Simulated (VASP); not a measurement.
# Ag (R-3m) in VASP: single point with PBEsol

Aim: the single point of Ag with PBEsol.

Program: VASP 6.6.1. These are calculated values, not measurements. Logs are shortened: lines on timing, memory, paths and dates and some standing lists are left out, and cuts for length are marked.

## 1. The cell of the first run

Symmetry: R-3m, No. 166, trigonal system. The conventional cell has a = 2.869 Å, b = 2.869 Å, c = 21.059 Å, α = 90.00°, β = 90.00°, γ = 120.00°. Within 3.8 Å of Ag (site symmetry -3m) lie 12 Ag at 2.87 Å. Ag (site symmetry 3m) has 12 Ag at 2.87 Å within 3.8 Å.

## 2. Single point, PBEsol

File INCAR:

```
SYSTEM = Ag
ALGO = Fast ; EDIFF = 1E-7
ENCUT = 520 ; GGA = PS
ISIF = 2 ; ISMEAR = 0
LASPH = .TRUE. ; LCHARG = .FALSE.
LREAL = .FALSE. ; LWAVE = .FALSE.
NBANDS = 24 ; NELM = 60
PREC = Accurate ; SIGMA = 0.15
```

File KPOINTS:

```
k-points
0
G
  12 12 12
  0 0 0
```

File POSCAR:

```
Ag
1.0
    1.4343705896      0.8281342460      7.0196725471
   -1.4343705896      0.8281342460      7.0196725471
    0.0000000000     -1.6562684920      7.0196725471
Ag
3
Direct
    0.0000000000      0.0000000000      0.0000000000
    0.7776871195      0.7776871195      0.7776871195
    0.2223128805      0.2223128805      0.2223128805
```

Potentials or basis: VASP PAW PBE potentials, release 64 (Ag).

Run with:

```bash
cat potpaw_PBE.64/Ag/POTCAR > POTCAR
mpirun -np 1 vasp_std > vasp.out
```

OUTCAR:

```text
SYSTEM = Ag
   EDIFF = 1E-7
   ENCUT = 520
   GGA = PS
   ISIF = 2
   ISMEAR = 0
   LASPH = .TRUE.
   LREAL = .FALSE.
   NELM = 60
   PREC = Accurate

 ion  position               nearest neighbor table
   1  0.000  0.000  0.000-   2 2.87   3 2.87   2 2.87   2 2.87   3 2.87   3 2.87
   2  0.778  0.778  0.778-   1 2.87   1 2.87   1 2.87   3 2.87   3 2.87   3 2.87
   3  0.222  0.222  0.222-   1 2.87   1 2.87   1 2.87   2 2.87   2 2.87   2 2.87

  LATTYP: Found a trigonal (rhomboedric) cell.
 ALAT       =     7.2124217837
 COS(alpha) =     0.9208974459

  Lattice vectors:

 A1 = (   1.4343705896,   0.8281342460,   7.0196725471)
 A2 = (  -1.4343705896,   0.8281342460,   7.0196725471)
 A3 = (   0.0000000000,  -1.6562684920,   7.0196725471)

Analysis of symmetry for initial positions (statically):
=====================================================================
 Subroutine PRICEL returns:
 Original cell was already a primitive cell.

 Routine SETGRP: Setting up the symmetry group for a
 trigonal (rhombohedral) supercell.

 Subroutine GETGRP returns: Found 12 space group operations
 (whereof 12 operations were pure point group operations)
 out of a pool of 12 trial point group operations.

The static configuration has the point symmetry D_3d.

Analysis of symmetry for dynamics (positions and initial velocities):
=====================================================================
 Subroutine PRICEL returns:
 Original cell was already a primitive cell.

 Routine SETGRP: Setting up the symmetry group for a
 trigonal (rhombohedral) supercell.

 Subroutine GETGRP returns: Found 12 space group operations
 (whereof 12 operations were pure point group operations)
 out of a pool of 12 trial point group operations.

The dynamic configuration has the point symmetry D_3d.

 Subroutine INISYM returns: Found 12 space group operations
 (whereof 12 operations are pure point group operations),
 and found     1 'primitive' translations

----------------------------------------------------------------------------------------

                                     Primitive cell

  volume of cell :      50.0300

  direct lattice vectors                    reciprocal lattice vectors
     1.434370590  0.828134246  7.019672547     0.348584950  0.201255615  0.047485596
    -1.434370590  0.828134246  7.019672547    -0.348584950  0.201255615  0.047485596
     0.000000000 -1.656268492  7.019672547     0.000000000 -0.402511229  0.047485596

  length of vectors
     7.212421784  7.212421784  7.212421784     0.405302568  0.405302568  0.405302568

  position of ions in fractional coordinates (direct lattice)
     0.000000000  0.000000000  0.000000000
     0.777687120  0.777687120  0.777687120
     0.222312880  0.222312880  0.222312880

  ion indices of the primitive-cell ions
   primitive index   ion index
                 1           1
                 2           2
                 3           3

----------------------------------------------------------------------------------------

 KPOINTS: k-points

Automatic generation of k-mesh.
 Grid dimensions read from file:
 generate k-points for:   12   12   12

 Generating k-lattice:

  Cartesian coordinates                     Fractional coordinates (reciprocal lattice)
     0.029048746  0.016771301  0.003957133     0.083333333 -0.000000000 -0.000000000
    -0.029048746  0.016771301  0.003957133    -0.000000000  0.083333333 -0.000000000
     0.000000000 -0.033542602  0.003957133    -0.000000000 -0.000000000  0.083333333

  Length of vectors
     0.033775214  0.033775214  0.033775214

  Shift w.r.t. Gamma in fractional coordinates (k-lattice)
     0.000000000  0.000000000  0.000000000

 Subroutine IBZKPT returns following result:
 ===========================================

 Found    189 irreducible k-points:

 Following reciprocal coordinates:
            Coordinates               Weight
  0.000000  0.000000  0.000000      1.000000
  0.083333  0.000000  0.000000      6.000000
  0.166667  0.000000  0.000000      6.000000
  0.250000 -0.000000  0.000000      6.000000
  0.333333  0.000000  0.000000      6.000000
  0.416667  0.000000  0.000000      6.000000
[... 16 lines left out ...]
  0.500000  0.166667 -0.000000     12.000000
 -0.416667  0.166667  0.000000     12.000000
 [... further k-points ...]
   k-points           NKPTS =    189   k-points in BZ     NKDIM =    189   number of bands    NBANDS=     24
   number of dos      NEDOS =    301   number of ions     NIONS =      3
   total plane-waves  NPLWV = 157464
   dimension x,y,z NGX =    54 NGY =   54 NGZ =   54
   dimension x,y,z NGXF=   108 NGYF=  108 NGZF=  108
   ions per type =               3
   NGX,Y,Z   is equivalent  to a cutoff of  12.45, 12.45, 12.45 a.u.
   NGXF,Y,Z  is equivalent  to a cutoff of  24.89, 24.89, 24.89 a.u.
 SYSTEM =  Ag
   PREC   = accura    normal or accurate (medium, high low for compatibility)
   ISTART =      0    job   : 0-new  1-cont  2-samecut
   ICHARG =      2    charge: 1-file 2-atom 10-const
   ISPIN  =      1    spin polarized calculation?
   LNONCOLLINEAR =      F non collinear calculations
   LSORBIT =      F    spin-orbit coupling
   LASPH  =      T    aspherical Exc in radial PAW
   ENCUT  =  520.0 eV  38.22 Ry    6.18 a.u.  13.41 13.41 13.41*2*pi/ulx,y,z
   NELM   =     60;   NELMIN=  2; NELMDL= -5     # of ELM steps
   EDIFF  = 0.1E-06   stopping-criterion for ELM
   LREAL  =      F    real-space projection
   EDIFFG = 0.1E-05   stopping-criterion for IOM
   NSW    =      0    number of steps for IOM
   IBRION =     -1    ionic relax: 0-MD 1-quasi-New 2-CG
   NFREE  =      0    steps in history (QN), initial steepest desc. (CG)
   ISIF   =      2    stress and relaxation
   ISYM   =      2    0-nonsym 1-usesym 2-fastsym
   POTIM  = 0.5000    time-step for ionic-motion
   TEBEG  =    0.0;   TEEND  =   0.0 temperature during run
   PSTRESS=    0.0 pullay stress
   NELECT =      33.0000    total number of electrons
   NUPDOWN=      -1.0000    fix difference up-down
   EMIN   =  10.00;   EMAX   =-10.00  energy-range for DOS
   EFERMI =   0.00;   METHOD = LEGACY
   ISMEAR =     0;   SIGMA  =   0.15  broadening in eV -4-tet -1-fermi 0-gaus
   EFERMI_NEDOS =   21; number of points for ismear=-14 and -15
   IALGO  =     68    algorithm
   IMIX   =      4    mixing-type and parameters
     AMIX     =   0.40;   BMIX     =  1.00
     AMIX_MAG =   1.60;   BMIX_MAG =  1.00
  volume/ion in A,a.u.               =      16.68       112.54
  Fermi-wavevector in a.u.,A,eV,Ry     =   1.425070  2.692991 27.631029  2.030823
  Thomas-Fermi vector in A             =   2.545493
   LORBIT       =      0    0 simple, 1 ext, 2 COOP (PROOUT), +10 PAW based schemes
   GGA     = PS    functional components
   LHFCALC =     F    Hartree Fock is set to
   AEXX    =    0.0000 exact exchange contribution
   IVDW    =     0    specifies the selected vdW correction
   LEPSILON=     F    determine dielectric tensor
   LRPA    =     F    only Hartree local field effects (RPA)
 non-spin polarized calculation
 RMM-DIIS sequential band-by-band and
 Gauss-broadening in eV      SIGMA  =   0.15
  energy-cutoff  :      520.00
  volume of cell :       50.03
 maximum number of plane-waves:      1373
 NGX is ok and might be reduce to    54
   NGX = 27   NGY = 27   NGZ = 27

 number of electron      33.0000008 magnetization

 Free energy of the ion-electron system (eV)
  ---------------------------------------------------
  ext. energy  EPLUGINS =         0.00000000
  ---------------------------------------------------
  free energy    TOTEN  =        -9.90947600 eV

  energy without entropy =       -9.89846893  energy(sigma->0) =       -9.90397247

 E-fermi :   8.4733     XC(G=0): -12.5438

 val. band max:        8.4706314319   @ k =  -0.2500   0.4167   0.2500
 cond. band min:       8.4810717722   @ k =  -0.3333   0.5000   0.1667
 fundamental gap:      0.0104403403
 Fermi energy:         8.4732651471

 k-point     1 :       0.0000    0.0000    0.0000
  band No.  band energies     occupation
      1       0.5470      2.00000
      2       2.1227      2.00000
      3       2.1346      2.00000
      4       3.6766      2.00000
      5       3.6766      2.00000
      6       3.6935      2.00000
[... 16 lines left out ...]
     23      25.6635      0.00000
     24      27.0812      0.00000

 k-point     2 :       0.0833    0.0000    0.0000
  band No.  band energies     occupation
      1       0.7450      2.00000
      2       2.2651      2.00000
      3       2.2757      2.00000
      4       3.5958      2.00000
      5       3.6108      2.00000
      6       3.7669      2.00000
[... 16 lines left out ...]
     23      25.2706      0.00000
     24      25.9017      0.00000

 k-point     3 :       0.1667    0.0000    0.0000
  band No.  band energies     occupation
      1       1.2941      2.00000
      2       2.5929      2.00000
      3       2.6054      2.00000
      4       3.3172      2.00000
      5       3.4474      2.00000
      6       3.5799      2.00000
[... 16 lines left out ...]
     23      24.4750      0.00000
     24      24.8129      0.00000

 k-point     4 :       0.2500   -0.0000    0.0000
  band No.  band energies     occupation
      1       1.9683      2.00000
      2       2.6560      2.00000
      3       2.7558      2.00000
      4       2.9681      2.00000
      5       3.2168      2.00000
      6       3.5671      2.00000
[... 16 lines left out ...]
     23      22.7275      0.00000
     24      22.9237      0.00000

 k-point     5 :       0.3333    0.0000    0.0000
  band No.  band energies     occupation
      1       2.2003      2.00000
      2       2.4469      2.00000
      3       2.5947      2.00000
      4       2.7582      2.00000
      5       2.9381      2.00000
      6       3.8212      2.00000
[... 451 lines left out ...]
 k-point    22 :       0.4167    0.1667    0.0000
  band No.  band energies     occupation
      1       2.4898      2.00000
      2       2.7130      2.00000
      3       2.7594      2.00000
      4       3.0191      2.00000
      5       3.0699      2.00000
      6       3.3658      2.00000
[... 16 lines left out ...]
     23      18.6213      0.00000
     24      19.5146      0.00000

 k-point    23 :       0.5000    0.1667   -0.0000
  band No.  band energies     occupation
      1       2.3417      2.00000
      2       2.6118      2.00000
      3       2.7575      2.00000
      4       2.8269      2.00000
      5       2.8913      2.00000
      6       3.4823      2.00000
[... 16 lines left out ...]
     23      17.7145      0.00000
     24      18.7006      0.00000

 k-point    24 :      -0.4167    0.1667    0.0000
  band No.  band energies     occupation
      1       2.2961      2.00000
      2       2.5628      2.00000
      3       2.6549      2.00000
      4       2.8197      2.00000
      5       2.8932      2.00000
      6       3.5153      2.00000
[... 16 lines left out ...]
     23      17.6072      0.00000
     24      19.9711      0.00000

 [... further k-points ...]

------------------------ aborting loop because EDIFF is reached ----------------------------------------

  FORCE on cell =-STRESS in cart. coord.  units (eV):
  Direction    XX          YY          ZZ          XY          YZ          ZX
  --------------------------------------------------------------------------------------
  -------------------------------------------------------------------------------------
  Total        0.0239635      0.0239635     -0.1115954      0.0000000      0.0000000      0.0000000
  in kB        0.7674162      0.7674162     -3.5737717      0.0000000      0.0000000      0.0000000
  external PRESSURE =      -0.6796464 kB  Pullay stress =       0.0000000 kB

 VOLUME and BASIS-vectors are now :
 -----------------------------------------------------------------------------
  energy-cutoff  :      520.00
  volume of cell :       50.03
      direct lattice vectors                 reciprocal lattice vectors
     1.434370590  0.828134246  7.019672547     0.348584950  0.201255615  0.047485596
    -1.434370590  0.828134246  7.019672547    -0.348584950  0.201255615  0.047485596
     0.000000000 -1.656268492  7.019672547     0.000000000 -0.402511229  0.047485596

 POSITION                                       TOTAL-FORCE (eV/Angst)
 -----------------------------------------------------------------------------------
      0.00000      0.00000      0.00000         0.000000      0.000000      0.000000
      0.00000      0.00000     16.37733         0.000000     -0.000000      0.000245
      0.00000      0.00000      4.68169         0.000000     -0.000000     -0.000245
 -----------------------------------------------------------------------------------
    total drift:                               -0.000000      0.000000     -0.000000

  FREE ENERGIE OF THE ION-ELECTRON SYSTEM (eV)
  ---------------------------------------------------
  free  energy   TOTEN  =        -9.9094760027 eV

  energy  without entropy=       -9.8984689302  energy(sigma->0) =       -9.90397247
```

Wall time 38 min (1 thread of AMD EPYC 7R13, shared host); peak memory 0.45 GiB.

Results:

```
Free energy            : -9.9095 eV
Pressure               : -0.1 GPa
Band gap on the k mesh : zero (an odd number of electrons rules out a gap without spin polarisation)
```

Stress tensor (GPa, compression positive):
```
 0.08  0.00  0.00
 0.00  0.08  0.00
 0.00  0.00 -0.36
```

Caveat: the PAW data sets were made with another functional, which shifts forces and pressure a little.
